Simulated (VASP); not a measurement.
Input of a VASP 6.6.1 run:

INCAR

```
ALGO = Normal
EDIFF = 1E-7
EDIFFG = -0.08
ENCUT = 600
GGA = PE
GGA_COMPAT = F
IBRION = 2
ISIF = 3
ISMEAR = 0
LASPH = T
LCHARG = F
LREAL = F
LWAVE = F
NELM = 120
NELMIN = 4
NSW = 36
PREC = Accurate
SIGMA = 0.2
```

File KPOINTS:

```
k-points
0
Gamma
  5 5 4
```

The input POSCAR:

```
Bi3O
1.0
    4.3501596900      0.0000000000      0.0000000000
    0.0000000000      4.3501596900      0.0000000000
    0.0000000000      0.0000000000      5.9175574500
Bi O
3 1
Direct
    0.5000000000      0.5000000000      0.5000000000
    0.0000000000      0.0000000000      0.6798301800
    0.0000000000      0.0000000000      0.3201698200
    0.0000000000      0.0000000000      0.0000000000
```

Potentials or basis: VASP PAW PBE potentials, release 64 (Bi_d, O).

Run with:

```bash
$ cat potpaw_PBE.64/Bi_d/POTCAR potpaw_PBE.64/O/POTCAR > POTCAR
$ mpirun -np 1 vasp_std > vasp.out
```

Task: Estimate the relaxed cell.

Result: a = 3.614 Å, b = 3.614 Å, c = 8.865 Å, α = 90.00°, β = 90.00°, γ = 90.00°.

Task: Predict the relaxed volume.

Result: 28.95 Å³/atom.

Task: What does it give for the band gap on the k mesh?

Result: Zero (an odd number of electrons rules out a gap without spin polarisation).

Forces in eV/Å, atoms in the order of the input:
```
Bi   0.000  0.000  0.000
Bi   0.000  0.000 -0.010
Bi   0.000  0.000  0.010
O    0.000  0.000  0.000
```

Caveat: a cell axis changed by over 15 % at a fixed basis, so the end point is rough; spin-orbit coupling is left out, which moves the levels of the heavy elements.
